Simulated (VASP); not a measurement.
## VInC4N4: single point with PBE

VInC4N4:

```
V In C N
1.0
     5.97962    0.00000    0.00000
     0.00000    5.97962    0.00000
     0.00000    0.00000    5.97962
V In C N
1 1 4 4
Direct
  0.50000 0.50000 0.50000
  0.00000 0.00000 0.00000
  0.19320 0.19320 0.19320
  0.19320 0.80680 0.80680
  0.80680 0.19320 0.80680
  0.80680 0.80680 0.19320
  0.30617 0.30617 0.30617
  0.30617 0.69383 0.69383
  0.69383 0.30617 0.69383
  0.69383 0.69383 0.30617
```

```
Program                : VASP 6.6.1
Task                   : single point
Functional             : PBE
Potentials or basis    : VASP PAW PBE potentials, release 64 (V_sv, In_d, C, N)
Cutoff                 : 520 eV
k mesh                 : 4 × 4 × 4
Occupations            : gaussian, width 0.1 eV
Spin                   : collinear spin, ferromagnetic start
Starting moments       : [2.0, 0.0, 0.0, 0.0, 0.0, 0.0, 0.0, 0.0, 0.0, 0.0] μB
Dipole correction      : no
Further INCAR settings : ALGO = Normal; EDIFF = 1e-06; NBANDS = 46
```

The pressure is 4.9 GPa, the largest force is 2.189 eV/Å and the net moment is 0.00 μB per cell. The valence electrons inside the program's atomic spheres are V 11.49; In 12.02; C 2.64; N 3.88.

Forces on the atoms (eV/Å):
```
V    0.000  0.000  0.000
In   0.000  0.000  0.000
C    0.856  0.856  0.856
C    0.856 -0.856 -0.856
C   -0.856  0.856 -0.856
C   -0.856 -0.856  0.856
N    1.264  1.264  1.264
N    1.264 -1.264 -1.264
N   -1.264  1.264 -1.264
N   -1.264 -1.264  1.264
```

Levels at points of the mesh, in eV from the Fermi level:
Spin up:
```
           k point  band 27  band 28  band 29  band 30  band 31  band 32  band 33  band 34  band 35  band 36
(0.00, 0.00, 0.00)    -5.35    -5.35    -5.35    -0.29    -0.29     0.05     0.05     0.05     2.70     2.70
(0.50, 0.00, 0.00)    -5.51    -5.28    -5.28    -0.39    -0.07     0.53     0.54     0.54     1.84     1.84
(0.50, 0.50, 0.00)    -5.43    -5.30    -5.30    -0.35    -0.11     0.49     0.80     0.80     1.67     1.67
(0.50, 0.50, 0.50)    -5.42    -5.42    -5.42    -0.25    -0.25     0.43     0.43     0.43     2.53     2.53
```
Spin down:
| k point | band 27 | band 28 | band 29 | band 30 | band 31 | band 32 | band 33 | band 34 | band 35 | band 36 |
| --- | --- | --- | --- | --- | --- | --- | --- | --- | --- | --- |
| (0.00, 0.00, 0.00) | -5.35 | -5.35 | -5.35 | -0.29 | -0.29 | 0.05 | 0.05 | 0.05 | 2.70 | 2.70 |
| (0.50, 0.00, 0.00) | -5.51 | -5.28 | -5.28 | -0.39 | -0.07 | 0.53 | 0.54 | 0.54 | 1.84 | 1.84 |
| (0.50, 0.50, 0.00) | -5.43 | -5.30 | -5.30 | -0.35 | -0.11 | 0.49 | 0.80 | 0.80 | 1.67 | 1.67 |
| (0.50, 0.50, 0.50) | -5.42 | -5.42 | -5.42 | -0.25 | -0.25 | 0.43 | 0.43 | 0.43 | 2.53 | 2.53 |

It took 7.4 min on 1 thread of Intel Xeon 8259CL, on a shared host, peak memory 0.51 GiB.

Caveat: the cell stands under pressure; spin-orbit coupling is left out, which moves the levels of the heavy elements; forces of over 1 eV/Å act on the atoms, so gaps and moduli don't describe the material at rest.
